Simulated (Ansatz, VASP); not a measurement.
# One calculation of CuO, two programs

Contents of INCAR:

```
SYSTEM = CuO
  PREC = Accurate
  ENCUT = 520
  EDIFF = 1E-6
  ISMEAR = 0
  SIGMA = 0.1
  LREAL = .FALSE.
  LASPH = .TRUE.
  NELM = 100
  ALGO = Normal
  ISIF = 2
  LWAVE = .FALSE.
  LCHARG = .FALSE.
  GGA = PS
  NBANDS = 25
```

File KPOINTS:

```
Automatic mesh
0
G
  8 8 4
  0 0 0
```

Contents of POSCAR:

```
CuO
1.0
    1.9909680000     -2.1535500000      0.0000000000
    1.9909680000      2.1535500000      0.0000000000
    0.0000000000      0.0000000000      5.1559280000
Cu O
2 2
Direct
    0.0000000000      0.5000000000      0.0000000000
    0.5000000000      0.0000000000      0.5000000000
    0.5000000000      0.5000000000      0.2500000000
    0.5000000000      0.5000000000      0.7500000000
```

Input for Ansatz:

```yaml
crystal:
  lattice:
    - [1.990968, -2.15355, 0.0]
    - [1.990968, 2.15355, 0.0]
    - [0.0, 0.0, 5.155928]
  atoms:
    - { symbol: Cu, position: [0.0, 0.5, 0.0] }
    - { symbol: Cu, position: [0.5, 0.0, 0.5] }
    - { symbol: O, position: [0.5, 0.5, 0.25] }
    - { symbol: O, position: [0.5, 0.5, 0.75] }
basis:
  ecutwfc: 420
kpoints:
  mp_grid: { grid: [8, 8, 4] }
hamiltonian:
  xc: pbesol
scf:
  occupations: { method: gaussian, width: 0.1 }
output:
  forces: true
  stress: true
  eigenvalues: true
```

Alike in both runs: task single point; functional PBEsol; k mesh 8 × 8 × 4; occupations gaussian, width 0.1 eV; no spin polarisation.

```csv
,VASP,Ansatz
version,VASP 6.6.1,Ansatz 0.2.0
potentials or method,"VASP PAW PBE potentials, release 64 (Cu, O), cutoff 520 eV","scalar-relativistic, plane waves, PAW"
valence electrons in the cell,34,50
```

Ansatz gave:

| Quantity | Value |
| --- | --- |
| gap on the k mesh at the Fermi level (eV) | none |
| pressure (GPa) | -6.1 |
| traceless stress, the component that is largest in VASP (GPa) | 1.50 |

Question: What did VASP give for the same quantities?

Answer: gap on the k mesh at the Fermi level (eV): none; pressure (GPa): -5.4; traceless stress, the component that is largest in VASP (GPa): 1.29.

VASP's potentials were made for PBE, not for PBEsol. A gap of «none» marks a metal or a gap that the smearing closes. VASP's potentials hold 34 valence electrons a cell and Ansatz's 50, so a difference there can come from the potentials and not from the codes.
